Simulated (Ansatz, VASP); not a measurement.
## Two plane-wave programs on C19O

```
C O
1.0
     7.39800    0.00000    0.00000
    -3.69900    6.40686    0.00000
     0.00000    0.00000   12.00000
C O
19 1
Direct
  0.00158 0.00097 0.07108
  0.22363 0.11197 0.07107
  0.00150 0.33410 0.07103
  0.22370 0.44516 0.07103
  0.00139 0.66750 0.07103
  0.22381 0.77870 0.07098
  0.33484 0.00078 0.07103
  0.55708 0.11190 0.07106
  0.33473 0.33422 0.07107
  0.55711 0.44535 0.07108
  0.33493 0.66758 0.07103
  0.55694 0.77860 0.07108
  0.66814 0.00090 0.07108
  0.89048 0.11208 0.07108
  0.66830 0.33430 0.07106
  0.89027 0.44524 0.07103
  0.66816 0.66743 0.07109
  0.89038 0.77852 0.07108
  0.14104 0.63148 0.33804
  0.19512 0.77196 0.39463
```

Alike in both runs: functional PBEsol; k mesh 2 × 2 × 1; occupations fermi-dirac, width 0.05 eV; no spin polarisation.

Ansatz relaxed the structure, and its values are those at the end. VASP's run is a single point on that final structure, the one shown.

|  | VASP | Ansatz |
| --- | --- | --- |
| version | VASP 6.6.1 | Ansatz 0.2.0 |
| potentials or method | VASP PAW PBE potentials, release 64 (C, O), cutoff 520 eV | scalar-relativistic, plane waves, PAW |
| valence electrons in the cell | 82 | 82 |

|  | VASP | Ansatz | Ansatz less VASP |
| --- | --- | --- | --- |
| rms of the force components (eV/Å) | 0.180 | 0.008 | -0.1723 |

VASP's potentials were made for PBE, not for PBEsol, and Ansatz warns of the same on its side. One of these differences is far larger than is usual between the two programs; its cause wasn't traced. Ansatz's warnings: xc potential rough in thin density.

The k mesh is coarse, so the values compare programs but aren't converged. Noted on VASP's run: the standard files for N, O and F lose accuracy on very short bonds.
